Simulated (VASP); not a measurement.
# H2CO in VASP: notebook, part 2 of 3

VASP 6.6.1. The steps go on from the part before.

### Step 4. Single point, PBE

INCAR

```
SYSTEM = H2CO
PREC = Accurate
ENCUT = 520
EDIFF = 1E-7
ISMEAR = -1
SIGMA = 0.02
LREAL = Auto
LASPH = .True.
NELM = 80
ALGO = Normal
ISIF = 2
LWAVE = .False.
LCHARG = .False.
GGA = PE
NBANDS = 70
```

KPOINTS

```
Automatic mesh
0
Gamma
  1 1 1
  0 0 0
```

POSCAR

```
H2CO
1.0
    8.1271360000      0.0000000000      0.0000000000
    0.0000000000      8.1271360000      0.0000000000
    0.0000000000      0.0000000000      8.1271360000
O C H
8 8 16
Direct
    0.1013149036      0.2808000260      0.4603220618
    0.1453525572      0.3417809177     -0.0699016234
    0.7963321889     -0.2764196391      0.1958869644
    0.2730851311      0.9526849311      0.3290088907
   -0.0755247605      0.6505612801      0.6203415324
    0.3898790423      0.7326074031      0.9957505325
    0.9621839723      0.1349922039      0.7105947286
    0.5656851319      0.2046723471      0.0946458876
   -0.0091299075      0.3040308419      0.3564232222
    0.2896223221      0.3502217755     -0.1208174688
    0.7347975966     -0.2202867037      0.3304608167
    0.2265865860      0.8165976305      0.3589825493
    0.0113939277      0.6688580085      0.7375414906
    0.3354441220      0.8719553850      0.9847380430
    0.9549612557      0.1396555933      0.8577806499
    0.6247711371      0.3378804046      0.0889489237
   -0.1365917834      0.3178979655      0.4138112122
    0.0415644576      0.3075253078      0.2422132471
    0.3112904718      0.3301162919     -0.2365901100
    0.3714592693      0.3892515149     -0.0246089151
    0.8116143251     -0.2278416406      0.4450522300
    0.6006790092     -0.1507788229      0.3235580160
    0.2772194288      0.6884220960      0.3482038445
    0.1294305891      0.8229221216      0.4667695976
    0.0722271659      0.5608002622      0.7995805657
    0.0180506392      0.8049699181      0.7642790769
    0.4135282097      1.0061108858      0.9957874459
    0.1934137684      0.8641789678      0.9447608604
    1.0385700448      0.0397926158      0.9438257216
    0.8485153934      0.1648059046      0.9586895064
    0.7481848464      0.3769962752      0.0565266780
    0.5558046525      0.4579473015      0.0553823635
```

Potentials or basis: VASP PAW PBE potentials, release 64 (O, C, H).

The run is started by

```bash
$ cat potpaw_PBE.64/O/POTCAR potpaw_PBE.64/C/POTCAR potpaw_PBE.64/H/POTCAR > POTCAR
$ mpirun -np 1 vasp_gam > vasp.out
```

OUTCAR:

```text
SYSTEM = H2CO
   PREC = Accurate
   ENCUT = 520
   EDIFF = 1E-7
   ISMEAR = -1
   LREAL = Auto
   LASPH = .True.
   NELM = 80
   ISIF = 2
   GGA = PE

 ion  position               nearest neighbor table
   1  0.101  0.281  0.460-   9 1.25
   2  0.145  0.342  0.930-  10 1.25
   3  0.796  0.724  0.196-  11 1.29
   4  0.273  0.953  0.329-  12 1.19
   5  0.924  0.651  0.620-  13 1.20
   6  0.390  0.733  0.996-  14 1.22
   7  0.962  0.135  0.711-  15 1.20
   8  0.566  0.205  0.095-  16 1.19
   9  0.991  0.304  0.356-  18 1.02  17 1.14   1 1.25
  10  0.290  0.350  0.879-  19 0.97  20 1.07   2 1.25
  11  0.735  0.780  0.330-  21 1.12  22 1.23   3 1.29
  12  0.227  0.817  0.359-  23 1.12  24 1.18   4 1.19
  13  0.011  0.669  0.738-  25 1.13  26 1.13   5 1.20
  14  0.335  0.872  0.985-  28 1.20   6 1.22  27 1.26
  15  0.955  0.140  0.858-   7 1.20  30 1.21  29 1.27
  16  0.625  0.338  0.089-  31 1.08  32 1.16   8 1.19
  17  0.863  0.318  0.414-   9 1.14
  18  0.042  0.308  0.242-   9 1.02
  19  0.311  0.330  0.763-  10 0.97
  20  0.371  0.389  0.975-  10 1.07
  21  0.812  0.772  0.445-  11 1.12
  22  0.601  0.849  0.324-  11 1.23
[... 8 lines left out ...]
  31  0.748  0.377  0.057-  16 1.08
  32  0.556  0.458  0.055-  16 1.16

  LATTYP: Found a simple cubic cell.
 ALAT       =     8.1271360000

  Lattice vectors:

 A1 = (   8.1271360000,   0.0000000000,   0.0000000000)
 A2 = (   0.0000000000,   8.1271360000,   0.0000000000)
 A3 = (   0.0000000000,   0.0000000000,   8.1271360000)

Analysis of symmetry for initial positions (statically):
=====================================================================
 Subroutine PRICEL returns:
 Original cell was already a primitive cell.

 Routine SETGRP: Setting up the symmetry group for a
 simple cubic supercell.

[... 172 lines left out ...]
   IMIX   =      4    mixing-type and parameters
     AMIX     =   0.40;   BMIX     =  1.00
     AMIX_MAG =   1.60;   BMIX_MAG =  1.00
  volume/ion in A,a.u.               =      16.78       113.20
  Fermi-wavevector in a.u.,A,eV,Ry     =   0.922347  1.742983 11.574805  0.850724
  Thomas-Fermi vector in A             =   2.047864
   LORBIT       =      0    0 simple, 1 ext, 2 COOP (PROOUT), +10 PAW based schemes
   GGA     = PE    functional components
   LHFCALC =     F    Hartree Fock is set to
   AEXX    =    0.0000 exact exchange contribution
   IVDW    =     0    specifies the selected vdW correction
   LEPSILON=     F    determine dielectric tensor
   LRPA    =     F    only Hartree local field effects (RPA)
 non-spin polarized calculation
  energy-cutoff  :      520.00
  volume of cell :      536.80
 maximum number of plane-waves:      7206
   NGX = 31   NGY = 31   NGZ = 31

 number of electron      96.0000010 magnetization

 Free energy of the ion-electron system (eV)
  ---------------------------------------------------
  ext. energy  EPLUGINS =         0.00000000
  ---------------------------------------------------
  free energy    TOTEN  =      -173.37144256 eV

  energy without entropy =     -173.37144256  energy(sigma->0) =     -173.37144256

 E-fermi :  -2.3522     XC(G=0):  -5.6645

 val. band max:       -2.8526739053   @ k =   0.0000   0.0000   0.0000
 cond. band min:      -0.8609910779   @ k =   0.0000   0.0000   0.0000
 fundamental gap:      1.9916828274
 Fermi energy:        -2.3521711954

 k-point     1 :       0.0000    0.0000    0.0000
  band No.  band energies     occupation
      1     -25.0226      2.00000
      2     -24.5026      2.00000
      3     -24.4752      2.00000
      4     -24.1471      2.00000
      5     -23.9928      2.00000
      6     -23.8634      2.00000
[... 52 lines left out ...]
     59       2.9463      0.00000
     60       3.2980      0.00000
 [bands above 60 left out]

------------------------ aborting loop because EDIFF is reached ----------------------------------------

  FORCE on cell =-STRESS in cart. coord.  units (eV):
  Direction    XX          YY          ZZ          XY          YZ          ZX
  --------------------------------------------------------------------------------------
  -------------------------------------------------------------------------------------
  Total       -0.5155215     -2.9791625      5.0679683      3.1100232      0.2600019      2.2452080
  in kB       -1.5386676     -8.8918513     15.1262716      9.2824289      0.7760230      6.7012309
  external PRESSURE =       1.5652509 kB  Pullay stress =       0.0000000 kB

 VOLUME and BASIS-vectors are now :
 -----------------------------------------------------------------------------
  energy-cutoff  :      520.00
  volume of cell :      536.80
      direct lattice vectors                 reciprocal lattice vectors
     8.127136000  0.000000000  0.000000000     0.123044576  0.000000000  0.000000000
     0.000000000  8.127136000  0.000000000     0.000000000  0.123044576  0.000000000
     0.000000000  0.000000000  8.127136000     0.000000000  0.000000000  0.123044576

 POSITION                                       TOTAL-FORCE (eV/Angst)
 -----------------------------------------------------------------------------------
      0.82340      2.28210      3.74110        -0.603133      0.498550     -0.601751
      1.18130      2.77770      7.55904         0.347004     -0.118954     -0.089765
      6.47190      5.88064      1.59200        -1.601539      1.239739      3.334737
      2.21940      7.74260      2.67390         1.657640      1.123064     -2.237921
      7.51334      5.28720      5.04160        -1.567147     -1.612591     -2.026674
      3.16860      5.95400      8.09260         1.074889      0.419693      0.373473
[... 24 lines left out ...]
      6.08060      3.06390      0.45940         1.721398     -0.818343      0.794490
      4.51710      3.72180      0.45010        -0.512802     -0.706775      1.157109
 -----------------------------------------------------------------------------------
    total drift:                               -0.026294     -0.014129     -0.012558

  FREE ENERGIE OF THE ION-ELECTRON SYSTEM (eV)
  ---------------------------------------------------
  free  energy   TOTEN  =      -173.3714425639 eV

  energy  without entropy=     -173.3714425639  energy(sigma->0) =     -173.37144256
```

Wall time 61 s (1 thread of Intel Xeon Platinum 8488C (Sapphire Rapids), shared host); peak memory 0.47 GiB.

Results:

* Free energy: -173.3714 eV
* Pressure: 0.2 GPa
* Largest force: 7.215 eV/Å
* Band gap on the k mesh: 1.99 eV

Forces in eV/Å, atoms in the order of the input:
```
O   -0.603  0.499 -0.602
O    0.347 -0.119 -0.090
O   -1.602  1.240  3.335
O    1.658  1.123 -2.238
O   -1.567 -1.613 -2.027
O    1.075  0.420  0.373
O   -0.758  0.458 -0.487
O   -0.646 -2.386  0.808
C    0.663 -0.486  5.656
C   -3.336  1.107  6.301
C    0.084 -0.066 -3.675
C   -2.266 -0.740  4.751
C    0.599  1.284  0.935
C   -1.068  0.705 -1.006
C   -0.111 -3.682  4.062
C   -0.146  4.185 -2.482
H    0.363  0.006 -1.308
H   -0.091  0.307 -3.912
H    1.607 -1.124 -5.828
H    1.158  0.169 -0.196
H   -0.745  0.138 -0.289
H    2.146 -1.184  0.346
H    0.351  0.443 -1.246
H    0.264 -0.847 -1.392
H   -0.183  0.836  0.086
H    0.952 -0.581  1.211
H   -1.464 -2.662 -0.033
H    1.641  1.393  0.693
H   -0.524  1.809 -1.474
H    0.994  0.893 -2.224
H    1.721 -0.818  0.794
H   -0.513 -0.707  1.157
```

Levels at points of the mesh, in eV from the valence-band top:
```tsv
k point	band 46	band 47	band 48	band 49	band 50	band 51
(0.00, 0.00, 0.00)	-0.30	-0.09	0.00	1.99	2.36	2.54
```

Caveat: the k points lie up to 0.77 Å⁻¹ apart.

### Step 5. Single point, PBE

INCAR

```
PREC = Accurate ; ENCUT = 520
EDIFF = 1E-6 ; ISMEAR = -1
SIGMA = 0.02 ; LREAL = Auto
LASPH = T ; NELM = 80
ALGO = Normal ; ISIF = 2
LWAVE = F ; LCHARG = T
GGA = PE ; LELF = T
LVHAR = T ; NBANDS = 70
```

KPOINTS

```
regular mesh
0
Gamma
  1 1 1
```

POSCAR

```
H2CO
1.0
    8.1271360000      0.0000000000      0.0000000000
    0.0000000000      8.1271360000      0.0000000000
    0.0000000000      0.0000000000      8.1271360000
O C H
8 8 16
Direct
    0.1105801601      0.2427423388      0.4159891012
    0.1244965016      0.3538761994     -0.0362735409
    0.8234758222     -0.2753245424      0.1530551476
    0.3199897233      0.8969826517      0.2579752572
   -0.0949781079      0.6180405988      0.6856905065
    0.4024541979      0.7189002374      1.0240384805
    0.9566592709      0.0461048025      0.7052176806
    0.5470561831      0.1702690837      0.1205590752
   -0.0169555425      0.3184393617      0.3974708926
    0.2288752151      0.2995028015     -0.1132625318
    0.7341454603     -0.3134683608      0.2618757703
    0.2778469562      0.8510255027      0.3997349128
   -0.0792284022      0.7006527269      0.8069386313
    0.3547990338      0.8289266969      0.9374397082
    0.9156485138      0.0711812870      0.8619518610
    0.5451982100      0.3108475113      0.1863017919
   -0.0677975612      0.3733172424      0.5108687735
   -0.0876077378      0.3320357873      0.2599439704
    0.2278047273      0.2904344163     -0.2419425490
    0.3157692944      0.2138022546     -0.0454649707
    0.7089090179     -0.4430342989      0.2871860395
    0.6761668563     -0.2305855347      0.3485114559
    0.3292426754      0.7340224158      0.4268170239
    0.1493022880      0.8556888921      0.4728479996
   -0.1720286212      0.6650067133      0.9121786568
    0.0219388478      0.7801641316      0.8052898340
    0.2011532722      0.8335285641      0.9317673532
    0.4159891012      0.9290603726      0.8755359822
    0.9560932658      0.0001968713      0.9585295484
    0.8660246365      0.1957147020      0.9120186988
    0.6571687738      0.3700688656      0.2487715230
    0.4528409516      0.3764179657      0.2429392101
```

Potentials or basis: VASP PAW PBE potentials, release 64 (O, C, H).

The run is started by

```bash
$ cat potpaw_PBE.64/O/POTCAR potpaw_PBE.64/C/POTCAR potpaw_PBE.64/H/POTCAR > POTCAR
$ mpirun -np 1 vasp_gam > vasp.out
```

OUTCAR:

```text
PREC = Accurate
   ENCUT = 520
   EDIFF = 1E-6
   ISMEAR = -1
   LREAL = Auto
   LASPH = T
   NELM = 80
   ISIF = 2
   GGA = PE

 ion  position               nearest neighbor table
   1  0.111  0.243  0.416-   9 1.21
   2  0.124  0.354  0.964-  10 1.14
   3  0.823  0.725  0.153-  11 1.19
   4  0.320  0.897  0.258-  12 1.26
   5  0.905  0.618  0.686-  13 1.20
   6  0.402  0.719  0.024-  14 1.20
   7  0.957  0.046  0.705-  15 1.33
   8  0.547  0.170  0.121-  16 1.26
   9  0.983  0.318  0.397-  17 1.10   1 1.21  18 1.26
  10  0.229  0.300  0.887-  19 1.05  20 1.13   2 1.14
  11  0.734  0.687  0.262-  22 1.08  21 1.09   3 1.19
  12  0.278  0.851  0.400-  23 1.06  24 1.20   4 1.26
  13  0.921  0.701  0.807-  26 1.05  25 1.18   5 1.20
  14  0.355  0.829  0.937-  28 1.08   6 1.20  27 1.25
  15  0.916  0.071  0.862-  29 1.03  30 1.16   7 1.33
  16  0.545  0.311  0.186-  32 1.03  31 1.15   8 1.26
  17  0.932  0.373  0.511-   9 1.10
  18  0.912  0.332  0.260-   9 1.26
  19  0.228  0.290  0.758-  10 1.05
  20  0.316  0.214  0.955-  10 1.13
  21  0.709  0.557  0.287-  11 1.09
  22  0.676  0.769  0.349-  11 1.08
[... 8 lines left out ...]
  31  0.657  0.370  0.249-  16 1.15
  32  0.453  0.376  0.243-  16 1.03

  LATTYP: Found a simple cubic cell.
 ALAT       =     8.1271360000

  Lattice vectors:

 A1 = (   8.1271360000,   0.0000000000,   0.0000000000)
 A2 = (   0.0000000000,   8.1271360000,   0.0000000000)
 A3 = (   0.0000000000,   0.0000000000,   8.1271360000)

Analysis of symmetry for initial positions (statically):
=====================================================================
 Subroutine PRICEL returns:
 Original cell was already a primitive cell.

 Routine SETGRP: Setting up the symmetry group for a
 simple cubic supercell.

 Subroutine GETGRP returns: Found  1 space group operations
 (whereof  1 operations were pure point group operations)
 out of a pool of 48 trial point group operations.
[... 172 lines left out ...]
  volume/ion in A,a.u.               =      16.78       113.20
  Fermi-wavevector in a.u.,A,eV,Ry     =   0.922347  1.742983 11.574805  0.850724
  Thomas-Fermi vector in A             =   2.047864
   LORBIT       =      0    0 simple, 1 ext, 2 COOP (PROOUT), +10 PAW based schemes
   GGA     = PE    functional components
   LHFCALC =     F    Hartree Fock is set to
   AEXX    =    0.0000 exact exchange contribution
   IVDW    =     0    specifies the selected vdW correction
   LEPSILON=     F    determine dielectric tensor
   LRPA    =     F    only Hartree local field effects (RPA)
 non-spin polarized calculation
  energy-cutoff  :      520.00
  volume of cell :      536.80
 maximum number of plane-waves:      7206
   NGX = 31   NGY = 31   NGZ = 31

 number of electron      96.0000004 magnetization

 Free energy of the ion-electron system (eV)
  ---------------------------------------------------
  ext. energy  EPLUGINS =         0.00000000
  ---------------------------------------------------
  free energy    TOTEN  =      -173.56791955 eV

  energy without entropy =     -173.56791955  energy(sigma->0) =     -173.56791955

 E-fermi :  -2.4097     XC(G=0):  -5.6781

 val. band max:       -2.9522193579   @ k =   0.0000   0.0000   0.0000
 cond. band min:      -0.9587925939   @ k =   0.0000   0.0000   0.0000
 fundamental gap:      1.9934267640
 Fermi energy:        -2.4097356714

 k-point     1 :       0.0000    0.0000    0.0000
  band No.  band energies     occupation
      1     -25.0290      2.00000
      2     -24.5720      2.00000
      3     -24.2024      2.00000
      4     -23.9298      2.00000
      5     -23.7512      2.00000
      6     -23.6731      2.00000
[... 52 lines left out ...]
     59       2.8243      0.00000
     60       3.3208      0.00000
 [bands above 60 left out]

------------------------ aborting loop because EDIFF is reached ----------------------------------------

  FORCE on cell =-STRESS in cart. coord.  units (eV):
  Direction    XX          YY          ZZ          XY          YZ          ZX
  --------------------------------------------------------------------------------------
  -------------------------------------------------------------------------------------
  Total        7.4510229      6.1180409     -2.4556479     -5.2031001      0.5927365     -1.3773953
  in kB       22.2389304     18.2604038     -7.3293270    -15.5295968      1.7691297     -4.1110863
  external PRESSURE =      11.0566691 kB  Pullay stress =       0.0000000 kB

 VOLUME and BASIS-vectors are now :
 -----------------------------------------------------------------------------
  energy-cutoff  :      520.00
  volume of cell :      536.80
      direct lattice vectors                 reciprocal lattice vectors
     8.127136000  0.000000000  0.000000000     0.123044576  0.000000000  0.000000000
     0.000000000  8.127136000  0.000000000     0.000000000  0.123044576  0.000000000
     0.000000000  0.000000000  8.127136000     0.000000000  0.000000000  0.123044576

 POSITION                                       TOTAL-FORCE (eV/Angst)
 -----------------------------------------------------------------------------------
      0.89870      1.97280      3.38080         0.131735     -0.028197     -0.728685
      1.01180      2.87600      7.83234        -5.954389      4.064228      4.041580
      6.69250      5.88954      1.24390         1.668020      1.090345     -1.740591
      2.60060      7.28990      2.09660        -1.144332      1.013816      3.162267
      7.35524      5.02290      5.57270        -0.316682     -1.329796     -2.620122
      3.27080      5.84260      0.19536         1.679564     -0.572758     -0.319581
[... 24 lines left out ...]
      5.34090      3.00760      2.02180         0.299546     -0.812744     -1.322763
      3.68030      3.05920      1.97440        -3.537515      1.052124      0.020280
 -----------------------------------------------------------------------------------
    total drift:                                0.001524     -0.010921     -0.005898

  FREE ENERGIE OF THE ION-ELECTRON SYSTEM (eV)
  ---------------------------------------------------
  free  energy   TOTEN  =      -173.5679195457 eV

  energy  without entropy=     -173.5679195457  energy(sigma->0) =     -173.56791955
```

It took 61 s on 1 thread of Intel Xeon Platinum 8488C (Sapphire Rapids), shared host; peak memory 0.47 GiB.

Results:

- Free energy: -173.5679 eV
- Pressure: 1.1 GPa
- Largest force: 8.265 eV/Å
- Band gap on the k mesh: 1.99 eV

Forces on the atoms (eV/Å):
```
O    0.132 -0.028 -0.729
O   -5.954  4.064  4.042
O    1.668  1.090 -1.741
O   -1.144  1.014  3.162
O   -0.317 -1.330 -2.620
O    1.680 -0.573 -0.320
O   -1.941  0.759  5.762
O   -0.224  3.297  0.765
C   -0.400 -0.210 -1.360
C    5.064 -4.872 -1.027
C   -0.997 -0.879  1.698
C   -2.156 -1.114 -2.950
C   -2.631 -2.229  1.759
C   -4.792 -0.668  0.746
C    0.974  3.016 -6.333
C    3.352 -3.953  0.407
H   -0.746  0.441 -0.281
H    1.229 -0.185  2.386
H    0.262  0.479 -2.567
H    0.586  0.451 -0.526
H   -0.139 -0.589  0.172
H   -0.388  0.994  0.415
H    1.533 -1.180  1.397
H    1.594  1.505 -1.054
H    1.425  1.359 -0.692
H    1.386  1.779  0.935
H    2.411  0.468 -0.428
H    1.083  0.453 -0.385
H    0.739 -2.405  1.832
H   -0.047 -1.195 -1.162
H    0.300 -0.813 -1.323
H   -3.538  1.052  0.020
```

Stress tensor (GPa, compression positive):
```
 2.22 -1.55 -0.41
-1.55  1.83  0.18
-0.41  0.18 -0.73
```

Caveat: the k points lie up to 0.77 Å⁻¹ apart.

[end of part 2 of 3]
